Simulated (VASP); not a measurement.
Here is a VASP 6.6.1 calculation.

File INCAR:

```
SYSTEM = Ti
PREC     = Accurate       ! precision mode
ENCUT    = 520            ! plane-wave cutoff, eV
EDIFF    = 1E-7           ! SCF threshold, eV
ISMEAR   = -1             ! smearing method
SIGMA    = 0.05           ! smearing width, eV
LREAL    = .False.        ! projectors in reciprocal space
LASPH    = .True.         ! aspherical terms in the spheres
NELM     = 80             ! most SCF steps
ALGO     = Normal         ! electronic algorithm
ISIF     = 2              ! what is computed and relaxed
LWAVE    = .False.        ! write WAVECAR
LCHARG   = .True.         ! write CHGCAR
GGA      = PS             ! functional
LELF     = .True.         ! ELF
LVHAR    = .True.       
NBANDS   = 12             ! bands
```

The input KPOINTS:

```
regular mesh
0
Gamma
  14 14 14
  0 0 0
```

The input POSCAR:

```
Ti
1.0
   -1.6902300000      1.6410000000      1.6410000000
    1.6410000000     -1.6902300000      1.6410000000
    1.6410000000      1.6410000000     -1.6902300000
Ti
1
Direct
    0.0000000000      0.0000000000      0.0000000000
```

Potentials or basis: VASP PAW PBE potentials, release 64 (Ti_sv).

Run with:

```bash
$ cat potpaw_PBE.64/Ti_sv/POTCAR > POTCAR
$ mpirun -np 1 vasp_std > vasp.out
```

(1) Estimate the pressure.

(2) Predict the band gap on the k mesh.

Results:

(1) -6.9 GPa.

(2) zero (bands 6 and 7 overlap by 1.60 eV).

Caveat: the cell differs from its parent crystal (equal xy, yz and zx shear strains of -3 %); the cell stands under tension; the PAW data sets were made with another functional, which shifts forces and pressure a little.
